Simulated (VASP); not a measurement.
Crystal: CsTaAlP3.

```xyz
6
Lattice="6.5075 0.0000 0.0000 -3.2538 5.6357 0.0000 0.0000 0.0000 4.0585" Properties=species:S:1:pos:R:3 pbc="T T T"
Cs    0.0000    0.0000    0.0000
Ta    3.2538    1.8786    0.0000
Al    0.0000    3.7571    0.0000
P    -1.5636    2.8544    2.0293
P     1.5636    2.8544    2.0293
P     0.0000    5.5626    2.0293
```

The cell was generated, and may not be a known phase.

```yaml
Program: VASP 6.6.1
Task: relaxation of cell and atoms
Functional: PBE
Potentials_or_basis: VASP PAW PBE potentials, release 64 (Cs_sv, Ta_pv, Al, P)
Cutoff: 600 eV
k_mesh: 3 × 3 × 4
Occupations: gaussian, width 0.1 eV
Spin: no spin polarisation
```

At the start: pressure -9.3 GPa; volume 24.81 Å³/atom.

Problem. Where does the relaxation end?

Solution. Over 11 steps the energy falls by 470.8 meV/atom and the volume is 22.28 Å³/atom (-10.2 %); space group P-6m2 (No. 187, to 0.1 Å) before and after.

The path:
| step | energy change (eV) | largest force (eV/Å) | pressure (GPa) | volume (Å³) |
| --- | --- | --- | --- | --- |
| 1 | 0.0000 | 1.1394 | -9.34 | 148.84 |
| 2 | -2.0359 | 0.0099 | 7.09 | 118.96 |
| 3 | -2.0683 | 0.1488 | 4.48 | 121.44 |
| 4 | -2.5308 | 0.2208 | 2.36 | 126.75 |
| 5 | -2.1326 | 0.4869 | 0.49 | 140.27 |
| 6 | -2.7266 | 0.2683 | 0.52 | 134.30 |
| 7 | -2.7946 | 0.2362 | 1.18 | 130.65 |
| 8 | -2.8117 | 0.2398 | 0.92 | 131.87 |
| 9 | -2.8193 | 0.1284 | -0.72 | 134.64 |
| 10 | -2.8218 | 0.1630 | -0.19 | 133.70 |
| 11 | -2.8251 | 0.0046 | 0.10 | 133.68 |

Final structure:
```xyz
6
Lattice="6.9154 0.0000 0.0000 -3.4577 5.9889 0.0000 0.0000 0.0000 3.2277" Properties=species:S:1:pos:R:3 pbc="T T T"
Cs    0.0000    0.0000    3.2277
Ta    3.4577    1.9963    3.2277
Al    0.0000    3.9926    3.2277
P     5.1566    2.9772    1.6139
P     1.7587    2.9772    1.6139
P     3.4577    0.0345    1.6139
```

Caveat: the k points lie up to 0.49 Å⁻¹ apart in the final cell; a cell axis changed by over 15 % at a fixed basis, so the end point is rough.
